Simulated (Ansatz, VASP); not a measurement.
Li3BH6 in VASP and in Ansatz

INCAR

```
SYSTEM = Li3BH6
ALGO = Normal
EDIFF = 1E-6
EDIFFG = -0.04
ENCUT = 600
GGA = PE
IBRION = 2
ISIF = 3
ISMEAR = 0
LASPH = .True.
LCHARG = .False.
LREAL = .False.
LWAVE = .False.
NELM = 100
NSW = 90
PREC = Accurate
SIGMA = 0.1
```

The input KPOINTS:

```
k-points
0
Gamma
  4 4 4
  0 0 0
```

File POSCAR:

```
Li3BH6
1.0
   -2.9154969400      2.9645001200      3.0079412900
    2.9154969400     -2.9645001200      3.0079412900
    2.9154969400      2.9645001200     -3.0079412900
Li B H
3 1 6
Direct
    0.0000000000      0.0000000000      0.0000000000
    0.7168241600      0.5000000000      0.2168241600
    0.2831758400      0.5000000000      0.7831758400
    0.5000000000      0.0000000000      0.5000000000
    0.8695106200      0.2083830300      0.6611275900
    0.4527445600      0.7916169700      0.6611275900
    0.1304893800      0.7916169700      0.3388724100
    0.5472554400      0.2083830300      0.3388724100
    0.5000000000      0.6797061900      0.1797061900
    0.5000000000      0.3202938100      0.8202938100
```

Input for Ansatz:

```yaml
crystal:
  lattice:
    - [-2.91549694, 2.96450012, 3.00794129]
    - [2.91549694, -2.96450012, 3.00794129]
    - [2.91549694, 2.96450012, -3.00794129]
  atoms:
    - { symbol: Li, position: [0.0, 0.0, 0.0] }
    - { symbol: Li, position: [0.71682416, 0.5, 0.21682416] }
    - { symbol: Li, position: [0.28317584, 0.5, 0.78317584] }
    - { symbol: B, position: [0.5, 0.0, 0.5] }
    - { symbol: H, position: [0.86951062, 0.20838303, 0.66112759] }
    - { symbol: H, position: [0.45274456, 0.79161697, 0.66112759] }
    - { symbol: H, position: [0.13048938, 0.79161697, 0.33887241] }
    - { symbol: H, position: [0.54725544, 0.20838303, 0.33887241] }
    - { symbol: H, position: [0.5, 0.67970619, 0.17970619] }
    - { symbol: H, position: [0.5, 0.32029381, 0.82029381] }
basis:
  ecutwfc: 420
kpoints:
  mp_grid: { grid: [4, 4, 4] }
hamiltonian:
  xc: pbe
scf:
  occupations: { method: gaussian, width: 0.1 }
  lower_state_search: "off"
output:
  forces: true
  stress: true
  eigenvalues: true
relax:
  adjacent_minimum: "off"
  f_tol: 0.04
  max_steps: 70
  cell: { stress_tol: 0.4 }
```

Alike in both runs: task relaxation of cell and atoms; functional PBE; k mesh 4 × 4 × 4; occupations gaussian, width 0.1 eV; no spin polarisation.

```csv
,VASP,Ansatz
version,VASP 6.6.1,Ansatz 0.2.0
potentials or method,"VASP PAW PBE potentials, release 64 (Li_sv, B, H), cutoff 600 eV","scalar-relativistic, plane waves, PAW"
valence electrons in the cell,18,18
```

```csv
,VASP,Ansatz,Ansatz less VASP
"gap on the k mesh at the Fermi level, each at its own relaxed structure (eV)",0.88,0.86,-0.017
relaxed volume (Å³/atom),8.19,8.27,+0.075
relaxed cell length with the largest relative difference (Å),4.741,4.756,+0.0145
```

Noted on VASP's run: the cutoff is short for stress, so the pressure is rough; the volume moved by over 15 % at a fixed basis, so the end points are rough.
